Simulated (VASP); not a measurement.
Wanted: the native input for a VASP 6.6.1 run.

* Task: single point
* Functional: PBEsol-based screened hybrid
* Potentials or basis: VASP PAW PBE potentials, release 64 (Mo_sv, S)
* Cutoff: 520 eV
* k mesh: 5 × 5 × 1
* Occupations: fermi-dirac, width 0.05 eV
* Spin: no spin polarisation
* Dipole correction: no
* Grid for exact exchange (PRECFOCK): Normal
* Share of exact exchange: 0.25
* Further INCAR settings: ALGO = Normal; EDIFF = 1e-06; NBANDS = 20
* Screening parameter: 0.207 1/Å

Slab: MoS2, a slab with vacuum.

```
Mo S
1.0
     3.18413    0.00000    0.00000
    -1.59206    2.75753    0.00000
     0.00000    0.00000   17.33460
Mo S
1 2
Direct
  0.00000 0.00000 0.00000
  0.33333 0.66667 0.91051
  0.33333 0.66667 0.08949
```

The input as run:

POSCAR

```
MoS2
1.0
    3.1841260822      0.0000000000      0.0000000000
   -1.5920630411      2.7575340760      0.0000000000
    0.0000000000      0.0000000000     17.3345999500
Mo S
1 2
Direct
    0.0000000000      0.0000000000      0.0000000000
    0.3333333333      0.6666666667      0.9105070200
    0.3333333333      0.6666666667      0.0894929800
```

INCAR.step1

```
SYSTEM = MoS2
PREC = Accurate
ENCUT = 520
EDIFF = 1E-5
ISMEAR = -1
SIGMA = 0.05
LREAL = .False.
LASPH = .True.
NELM = 100
ALGO = Normal
ISIF = 2
LWAVE = .True.
GGA = PE
NBANDS = 20
```

INCAR.step2

```
SYSTEM = MoS2
PREC = Accurate
ENCUT = 520
EDIFF = 1E-6
ISMEAR = -1
SIGMA = 0.05
LREAL = .False.
LASPH = .True.
NELM = 100
ALGO = Normal
ISIF = 2
LWAVE = .False.
LCHARG = .True.
GGA = PS
LHFCALC = .True.
AEXX = 0.25
HFSCREEN = 0.207
PRECFOCK = Normal
LELF = .True.
LVHAR = .True.
ISTART = 1
NBANDS = 20
```

KPOINTS

```
regular mesh
0
Gamma
  5 5 1
  0 0 0
```

Potentials or basis: VASP PAW PBE potentials, release 64 (Mo_sv, S).

Command:

```sh
$ cat potpaw_PBE.64/Mo_sv/POTCAR potpaw_PBE.64/S/POTCAR > POTCAR
$ cp INCAR.step1 INCAR
$ mpirun -np 1 vasp_std > vasp.out
$ cp INCAR.step2 INCAR
$ mpirun -np 1 vasp_std > vasp.out
```

It gave:

| Item | Value |
| --- | --- |
| Largest force | 0.539 eV/Å |
| Band gap on the k mesh | 2.55 eV, indirect (least direct gap 2.87 eV) |

Caveat: the k points lie up to 0.46 Å⁻¹ apart; the PAW data sets were made with another functional, which shifts forces and pressure a little.

Wall time 9.2 min on 1 thread of Intel(R) Xeon(R) Platinum 8488C (Sapphire Rapids), on a shared host, peak memory 0.36 GiB.
